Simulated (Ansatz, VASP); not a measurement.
One calculation of BN, two programs

```
B N
1.0
     0.00000    1.81478    1.81478
     1.81478    0.00000    1.81478
     1.81478    1.81478    0.00000
B N
1 1
Direct
  0.00000 0.00000 0.00000
  0.25000 0.25000 0.25000
```

Alike in both runs: task single point; functional PBEsol; k mesh 12 × 12 × 12; no spin polarisation.

|  | VASP | Ansatz |
| --- | --- | --- |
| version | VASP 6.6.1 | Ansatz 0.2.0 |
| potentials or method | VASP PAW PBE potentials, release 64 (B, N), cutoff 600 eV | scalar-relativistic, plane waves, PAW |
| occupations | gaussian, width 0.01 eV | fixed |
| valence electrons in the cell | 8 | 8 |

```tsv
	VASP	Ansatz	Ansatz less VASP
gap on the k mesh at the Fermi level (eV)	4.26	4.28	+0.012
least direct gap on the mesh (eV)	8.71	8.71	+0.008
pressure (GPa)	-7.1	-7.4	-0.26
```

VASP's potentials were made for PBE, not for PBEsol.
